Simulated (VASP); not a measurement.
# KBr (Imm2) in VASP: further runs

KBr is run at these levels: PBE; tasks: single point.

Everything below comes from runs of VASP 6.6.1. Logs are shortened: lines on timing, memory, paths and dates and some standing lists are left out, and cuts for length are marked.

## (1) The cell of the first run

It takes space group Imm2 (No. 44, orthorhombic). Conventional cell: a = 4.656 Å, b = 6.585 Å, c = 4.656 Å, α = 90.00°, β = 90.00°, γ = 90.00°. Within 3.9 Å of K (site symmetry mm2) lie 6 Br at 3.00 to 3.62 Å. Br (site symmetry mm2) has 6 K at 3.00 to 3.62 Å within 3.9 Å.

## (2) Single point, PBE

Contents of INCAR:

```
SYSTEM = KBr
PREC = Accurate
ENCUT = 520
EDIFF = 1E-6
ISMEAR = 0
SIGMA = 0.05
LREAL = .FALSE.
LASPH = .TRUE.
NELM = 80
ALGO = Normal
ISIF = 2
LWAVE = .FALSE.
LCHARG = .TRUE.
GGA = PE
LELF = .TRUE.
LVHAR = .TRUE.
NBANDS = 15
```

Contents of KPOINTS:

```
Automatic mesh
0
G
  6 6 6
  0 0 0
```

Contents of POSCAR:

```
KBr
1.0
    0.0000000000      3.2925000000      3.2925000000
    3.2925000000      0.0000000000      3.2925000000
    3.2925000000      3.2925000000      0.0000000000
K Br
1 1
Direct
    0.0000000000      0.0000000000      0.0000000000
    0.4060412402      0.5000000000      0.5000000000
```

Potentials or basis: VASP PAW PBE potentials, release 64 (K_sv, Br).

Started as:

```console
$ cat potpaw_PBE.64/K_sv/POTCAR potpaw_PBE.64/Br/POTCAR > POTCAR
$ mpirun -np 1 vasp_std > vasp.out
```

OUTCAR:

```text
SYSTEM = KBr
   PREC = Accurate
   ENCUT = 520
   EDIFF = 1E-6
   ISMEAR = 0
   LREAL = .FALSE.
   LASPH = .TRUE.
   NELM = 80
   ISIF = 2
   GGA = PE

 ion  position               nearest neighbor table
   1  0.000  0.000  0.000-   2 3.00   2 3.00
   2  0.406  0.500  0.500-   1 3.00   1 3.00

  LATTYP: Found a face centered cubic cell.
 ALAT       =     6.5850000000

  Lattice vectors:

 A1 = (   0.0000000000,   3.2925000000,   3.2925000000)
 A2 = (   3.2925000000,   0.0000000000,   3.2925000000)
 A3 = (   3.2925000000,   3.2925000000,   0.0000000000)

Analysis of symmetry for initial positions (statically):
=====================================================================
 Subroutine PRICEL returns:
 Original cell was already a primitive cell.

 Routine SETGRP: Setting up the symmetry group for a
 face centered cubic supercell.

 Subroutine GETGRP returns: Found  4 space group operations
 (whereof  4 operations were pure point group operations)
 out of a pool of 48 trial point group operations.

The static configuration has the point symmetry C_2v.

Analysis of symmetry for dynamics (positions and initial velocities):
=====================================================================
 Subroutine PRICEL returns:
 Original cell was already a primitive cell.

 Routine SETGRP: Setting up the symmetry group for a
 face centered cubic supercell.

 Subroutine GETGRP returns: Found  4 space group operations
 (whereof  4 operations were pure point group operations)
 out of a pool of 48 trial point group operations.

The dynamic configuration has the point symmetry C_2v.

 Subroutine INISYM returns: Found  4 space group operations
 (whereof  4 operations are pure point group operations),
 and found     1 'primitive' translations

----------------------------------------------------------------------------------------

                                     Primitive cell

  volume of cell :      71.3851

  direct lattice vectors                    reciprocal lattice vectors
     0.000000000  3.292500000  3.292500000    -0.151860289  0.151860289  0.151860289
     3.292500000  0.000000000  3.292500000     0.151860289 -0.151860289  0.151860289
     3.292500000  3.292500000  0.000000000     0.151860289  0.151860289 -0.151860289

  length of vectors
     4.656298154  4.656298154  4.656298154     0.263029735  0.263029735  0.263029735

  position of ions in fractional coordinates (direct lattice)
     0.000000000  0.000000000  0.000000000
     0.406041240  0.500000000  0.500000000

  ion indices of the primitive-cell ions
   primitive index   ion index
                 1           1
[... 87 lines left out ...]
   EFERMI =   0.00;   METHOD = LEGACY
   ISMEAR =     0;   SIGMA  =   0.05  broadening in eV -4-tet -1-fermi 0-gaus
   EFERMI_NEDOS =   21; number of points for ismear=-14 and -15
   IALGO  =     38    algorithm
   IMIX   =      4    mixing-type and parameters
     AMIX     =   0.40;   BMIX     =  1.00
     AMIX_MAG =   1.60;   BMIX_MAG =  1.00
  volume/ion in A,a.u.               =      35.69       240.87
  Fermi-wavevector in a.u.,A,eV,Ry     =   0.994441  1.879221 13.454978  0.988913
  Thomas-Fermi vector in A             =   2.126392
   LORBIT       =      0    0 simple, 1 ext, 2 COOP (PROOUT), +10 PAW based schemes
   GGA     = PE    functional components
   LHFCALC =     F    Hartree Fock is set to
   AEXX    =    0.0000 exact exchange contribution
   IVDW    =     0    specifies the selected vdW correction
   LEPSILON=     F    determine dielectric tensor
   LRPA    =     F    only Hartree local field effects (RPA)
 non-spin polarized calculation
 Gauss-broadening in eV      SIGMA  =   0.05
  energy-cutoff  :      520.00
  volume of cell :       71.39
 maximum number of plane-waves:      1948
 NGX is ok and might be reduce to    36
   NGX = 17   NGY = 17   NGZ = 17

 number of electron      15.9999999 magnetization

 Free energy of the ion-electron system (eV)
  ---------------------------------------------------
  ext. energy  EPLUGINS =         0.00000000
  ---------------------------------------------------
  free energy    TOTEN  =        -6.08154880 eV

  energy without entropy =       -6.08154880  energy(sigma->0) =       -6.08154880

 E-fermi :  -1.4713     XC(G=0):  -7.3726

 val. band max:       -1.7679094538   @ k =   0.0000   0.0000   0.0000
 cond. band min:       2.7301652808   @ k =   0.0000   0.0000   0.0000
 fundamental gap:      4.4980747346
 Fermi energy:        -1.4713063966

 k-point     1 :       0.0000    0.0000    0.0000
  band No.  band energies     occupation
      1     -29.4319      2.00000
      2     -14.0836      2.00000
      3     -12.9316      2.00000
      4     -12.9118      2.00000
      5     -12.8733      2.00000
      6      -1.7840      2.00000
      7      -1.7743      2.00000
      8      -1.7679      2.00000
      9       2.7302      0.00000
     10       5.8566      0.00000
     11       6.0741      0.00000
     12       6.2095      0.00000
     13       6.8705      0.00000
     14       7.0326      0.00000
[... 401 lines left out ...]
      2     -14.1610      2.00000
      3     -12.9322      2.00000
      4     -12.9320      2.00000
      5     -12.7536      2.00000
      6      -2.4394      2.00000
      7      -1.9739      2.00000
      8      -1.9576      2.00000
      9       4.1758      0.00000
     10       5.7409      0.00000
     11       6.4728      0.00000
     12       7.1242      0.00000
     13       7.6148      0.00000
     14       8.0945      0.00000
     15      10.0013      0.00000

 [... further k-points ...]

------------------------ aborting loop because EDIFF is reached ----------------------------------------

  FORCE on cell =-STRESS in cart. coord.  units (eV):
  Direction    XX          YY          ZZ          XY          YZ          ZX
  --------------------------------------------------------------------------------------
  -------------------------------------------------------------------------------------
  Total        0.2645535      1.1917957      1.1917957      0.0000000     -0.2785208      0.0000000
  in kB        5.9376783     26.7488465     26.7488465      0.0000000     -6.2511632      0.0000000
  external PRESSURE =      19.8117905 kB  Pullay stress =       0.0000000 kB

 VOLUME and BASIS-vectors are now :
 -----------------------------------------------------------------------------
  energy-cutoff  :      520.00
  volume of cell :       71.39
      direct lattice vectors                 reciprocal lattice vectors
     0.000000000  3.292500000  3.292500000    -0.151860289  0.151860289  0.151860289
     3.292500000  0.000000000  3.292500000     0.151860289 -0.151860289  0.151860289
     3.292500000  3.292500000  0.000000000     0.151860289  0.151860289 -0.151860289

 POSITION                                       TOTAL-FORCE (eV/Angst)
 -----------------------------------------------------------------------------------
      0.00000      0.00000      0.00000         0.000000     -0.448800     -0.448800
      3.29250      2.98314      2.98314        -0.000000      0.448800      0.448800
 -----------------------------------------------------------------------------------
    total drift:                               -0.000000      0.000057      0.000057

  FREE ENERGIE OF THE ION-ELECTRON SYSTEM (eV)
  ---------------------------------------------------
  free  energy   TOTEN  =        -6.0815488028 eV

  energy  without entropy=       -6.0815488028  energy(sigma->0) =       -6.08154880
```

OSZICAR:

```text
N       E                     dE             d eps       ncg     rms          rms(c)
DAV:   1     0.100317823502E+03    0.10032E+03   -0.68141E+03  1380   0.934E+02
DAV:   2     0.400291931110E-01   -0.10028E+03   -0.93326E+02  1746   0.233E+02
DAV:   3    -0.600524684097E+01   -0.60453E+01   -0.60121E+01  1926   0.499E+01
DAV:   4    -0.626776718058E+01   -0.26252E+00   -0.26245E+00  2057   0.891E+00
DAV:   5    -0.626965625888E+01   -0.18891E-02   -0.18891E-02  1961   0.880E-01    0.364E+00
DAV:   6    -0.608357516407E+01    0.18608E+00   -0.23922E-01  1793   0.244E+00    0.260E+00
DAV:   7    -0.607125799447E+01    0.12317E-01   -0.12465E-01  1898   0.194E+00    0.114E+00
DAV:   8    -0.608053643449E+01   -0.92784E-02   -0.13760E-02  1482   0.878E-01    0.157E-01
DAV:   9    -0.608102907390E+01   -0.49264E-03   -0.55883E-04  1961   0.149E-01    0.936E-02
DAV:  10    -0.608151903812E+01   -0.48996E-03   -0.52853E-04  1450   0.131E-01    0.190E-02
DAV:  11    -0.608154630244E+01   -0.27264E-04   -0.37240E-05  1849   0.430E-02    0.645E-03
DAV:  12    -0.608154836554E+01   -0.20631E-05   -0.26911E-06  1568   0.119E-02    0.411E-03
DAV:  13    -0.608154880282E+01   -0.43728E-06   -0.91640E-07  1571   0.589E-03
   1 F= -.60815488E+01 E0= -.60815488E+01  d E =-.841384E-19
```

Run time: 75 s. Hardware: 1 thread of Intel Xeon 8259CL, shared host; peak memory 0.23 GiB.

Results:

- Free energy: -6.0815 eV
- Pressure: 2.0 GPa
- Largest force: 0.635 eV/Å
- Band gap on the k mesh: 4.50 eV, direct

Forces in eV/Å, atoms in the order of the input:
```
K    0.000 -0.449 -0.449
Br   0.000  0.449  0.449
```

Caveat: the cell differs from its parent crystal (all Br atoms moved +0.438 Å, as atom 2 towards its neighbour atom 2 (Br) at 4.656 Å).

## (3) Single point, PBE

Contents of INCAR:

```
SYSTEM = KBr
ALGO = Normal
EDIFF = 1E-7
ENCUT = 520
GGA = PE
ISIF = 2
ISMEAR = 0
LASPH = .TRUE.
LCHARG = .FALSE.
LREAL = .FALSE.
LWAVE = .FALSE.
NBANDS = 15
NELM = 80
PREC = Accurate
SIGMA = 0.05
```

Contents of KPOINTS:

```
k-points
0
G
  6 6 6
  0 0 0
```

POSCAR, as its differences from that of step 2:

```diff
@@ -9,2 +9,2 @@
     0.0000000000      0.0000000000      0.0000000000
-    0.4060412402      0.5000000000      0.5000000000
+    0.4328866001      0.5000000000      0.5000000000
```

Potentials or basis: VASP PAW PBE potentials, release 64 (K_sv, Br).

Started as:

```console
$ cat potpaw_PBE.64/K_sv/POTCAR potpaw_PBE.64/Br/POTCAR > POTCAR
$ mpirun -np 1 vasp_std > vasp.out
```

OUTCAR:

```text
SYSTEM = KBr
   EDIFF = 1E-7
   ENCUT = 520
   GGA = PE
   ISIF = 2
   ISMEAR = 0
   LASPH = .TRUE.
   LREAL = .FALSE.
   NELM = 80
   PREC = Accurate

 ion  position               nearest neighbor table
   1  0.000  0.000  0.000-   2 3.08   2 3.08
   2  0.433  0.500  0.500-   1 3.08   1 3.08

  LATTYP: Found a face centered cubic cell.
 ALAT       =     6.5850000000

  Lattice vectors:

 A1 = (   0.0000000000,   3.2925000000,   3.2925000000)
 A2 = (   3.2925000000,   0.0000000000,   3.2925000000)
[... 618 lines left out ...]
------------------------ aborting loop because EDIFF is reached ----------------------------------------

  FORCE on cell =-STRESS in cart. coord.  units (eV):
  Direction    XX          YY          ZZ          XY          YZ          ZX
  --------------------------------------------------------------------------------------
  -------------------------------------------------------------------------------------
  Total        0.3231082      0.7966760      0.7966760      0.0000000     -0.1294415      0.0000000
  in kB        7.2518906     17.8807187     17.8807187      0.0000000     -2.9052052      0.0000000
  external PRESSURE =      14.3377760 kB  Pullay stress =       0.0000000 kB

 VOLUME and BASIS-vectors are now :
 -----------------------------------------------------------------------------
  energy-cutoff  :      520.00
  volume of cell :       71.39
      direct lattice vectors                 reciprocal lattice vectors
     0.000000000  3.292500000  3.292500000    -0.151860289  0.151860289  0.151860289
     3.292500000  0.000000000  3.292500000     0.151860289 -0.151860289  0.151860289
     3.292500000  3.292500000  0.000000000     0.151860289  0.151860289 -0.151860289

 POSITION                                       TOTAL-FORCE (eV/Angst)
 -----------------------------------------------------------------------------------
      0.00000      0.00000      0.00000         0.000000     -0.303191     -0.303191
      3.29250      3.07153      3.07153        -0.000000      0.303191      0.303191
 -----------------------------------------------------------------------------------
    total drift:                               -0.000000      0.000083      0.000083

  FREE ENERGIE OF THE ION-ELECTRON SYSTEM (eV)
  ---------------------------------------------------
  free  energy   TOTEN  =        -6.1477184137 eV

  energy  without entropy=       -6.1477184137  energy(sigma->0) =       -6.14771841
```

stdout:

```text
POSCAR found type information on POSCAR K Br
 POSCAR found :  2 types and       2 ions
 scaLAPACK will be used
 LDA part: xc-table for (Slater+PW92), standard interpolation
 POSCAR, INCAR and KPOINTS ok, starting setup
 FFT: planning ... GRIDC
 FFT: planning ... GRID_SOFT
 FFT: planning ... GRID
 WAVECAR not read
 entering main loop
```

It took 79 s on 1 thread of Intel Xeon 8259CL, shared host; peak memory 0.23 GiB.

Results:

```
Free energy            : -6.1477 eV
Pressure               : 1.4 GPa
Largest force          : 0.429 eV/Å
Band gap on the k mesh : 4.48 eV, direct
```

Forces in eV/Å, atoms in the order of the input:
```
K    0.000 -0.303 -0.303
Br   0.000  0.303  0.303
```

Levels at points of the mesh, in eV from the valence-band top:
| k point | band 5 | band 6 | band 7 | band 8 | band 9 | band 10 | band 11 | band 12 |
| --- | --- | --- | --- | --- | --- | --- | --- | --- |
| (0.00, 0.00, 0.00) | -11.17 | -0.01 | 0.00 | 0.00 | 4.48 | 7.62 | 7.73 | 7.80 |
| (0.50, 0.00, 0.00) | -10.94 | -1.16 | -0.33 | -0.31 | 6.62 | 8.30 | 9.51 | 9.81 |
| (0.00, 0.50, 0.00) | -10.91 | -1.16 | -0.30 | -0.27 | 6.56 | 8.13 | 9.49 | 9.54 |
| (0.50, 0.50, 0.00) | -11.18 | -0.78 | -0.29 | -0.26 | 5.95 | 7.23 | 8.95 | 9.46 |
| (0.00, 0.50, 0.50) | -11.18 | -0.80 | -0.29 | -0.28 | 6.00 | 7.19 | 9.45 | 9.59 |

Caveat: the cell differs from its parent crystal (all Br atoms moved +0.312 Å, as atom 2 towards its neighbour atom 2 (Br) at 4.656 Å).

## (4) Single point, PBE

Contents of INCAR:

```
SYSTEM = KBr
PREC = Accurate
ENCUT = 520
EDIFF = 1E-7
ISMEAR = 0
SIGMA = 0.05
LREAL = .FALSE.
LASPH = .TRUE.
NELM = 60
ALGO = Normal
ISIF = 2
LWAVE = .FALSE.
LCHARG = .FALSE.
GGA = PE
NBANDS = 15
```

Contents of KPOINTS:

```
Automatic mesh
0
G
  6 6 6
  0 0 0
```

POSCAR, as its differences from that of step 3:

```diff
@@ -9,2 +9,2 @@
     0.0000000000      0.0000000000      0.0000000000
-    0.4328866001      0.5000000000      0.5000000000
+    0.4597319601      0.5000000000      0.5000000000
```

Started as:

```console
$ cat potpaw_PBE.64/K_sv/POTCAR potpaw_PBE.64/Br/POTCAR > POTCAR
$ mpirun -np 1 vasp_std > vasp.out
```

It took 79 s on 1 thread of Intel Xeon 8259CL, shared host; peak memory 0.23 GiB.

The run converged. Its results:

```
Free energy            : -6.1897 eV
Pressure               : 1.1 GPa
Largest force          : 0.247 eV/Å
Band gap on the k mesh : 4.46 eV, direct
```

Forces in eV/Å, atoms in the order of the input:
```
K    0.000 -0.175 -0.175
Br   0.000  0.175  0.175
```

Stress tensor (GPa, compression positive):
```
 0.82  0.00  0.00
 0.00  1.20 -0.10
 0.00 -0.10  1.20
```

Levels at points of the mesh, in eV from the valence-band top:
| k point | band 6 | band 7 | band 8 | band 9 | band 10 | band 11 |
| --- | --- | --- | --- | --- | --- | --- |
| (0.00, 0.00, 0.00) | 0.00 | 0.00 | 0.00 | 4.46 | 7.61 | 7.65 |
| (0.50, 0.00, 0.00) | -1.18 | -0.34 | -0.33 | 6.61 | 8.28 | 9.64 |
| (0.00, 0.50, 0.00) | -1.18 | -0.33 | -0.32 | 6.59 | 8.21 | 9.63 |
| (0.50, 0.50, 0.00) | -0.81 | -0.29 | -0.28 | 5.89 | 7.22 | 9.19 |
| (0.00, 0.50, 0.50) | -0.81 | -0.29 | -0.29 | 5.91 | 7.21 | 9.40 |

Caveat: the cell differs from its parent crystal (all Br atoms moved +0.188 Å, as atom 2 towards its neighbour atom 2 (Br) at 4.656 Å).
